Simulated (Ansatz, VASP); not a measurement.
## One calculation of HfO2, two programs

```
CELL_PARAMETERS angstrom
5.11800 0.00000 0.00000
0.00000 5.18570 0.00000
-0.85866 0.00000 5.21387
ATOMIC_POSITIONS crystal
Hf 0.27550 0.46030 0.70800
Hf 0.72450 0.96030 0.79200
Hf 0.72450 0.53970 0.29200
Hf 0.27550 0.03970 0.20800
O 0.07420 0.16840 0.84670
O 0.92580 0.66840 0.65330
O 0.92580 0.83160 0.15330
O 0.07420 0.33160 0.34670
O 0.44870 0.74190 0.98010
O 0.55130 0.24190 0.51990
O 0.55130 0.25810 0.01990
O 0.44870 0.75810 0.48010
```

Alike in both runs: task relaxation of cell and atoms; functional PBE; dispersion D3(BJ); k mesh 5 × 5 × 5; occupations fermi-dirac, width 0.05 eV; no spin polarisation.

|  | VASP | Ansatz |
| --- | --- | --- |
| version | VASP 6.6.1 | Ansatz 0.2.0 |
| potentials or method | VASP PAW PBE potentials, release 64 (Hf_pv, O) | Ansatz PAW |
| plane-wave cutoff (eV) | 600 | 420 |
| valence electrons in the cell | 88 | 152 |

```csv
,VASP,Ansatz,Ansatz less VASP
relaxed volume (Å³/atom),11.47,11.63,+0.163
relaxed cell length with the largest relative difference (Å),5.279,5.306,+0.0264
```

VASP's potentials hold 88 valence electrons a cell and Ansatz's 152, so a difference there can come from the potentials and not from the codes.

Spin-orbit coupling is off throughout. Noted on Ansatz's run: odd divisions of the mesh miss points on the zone boundary, where band edges often lie, so the gap on the mesh can be too wide; the plane-wave basis is chosen anew once the cell has moved, so the energies of steps on either side of that aren't comparable.
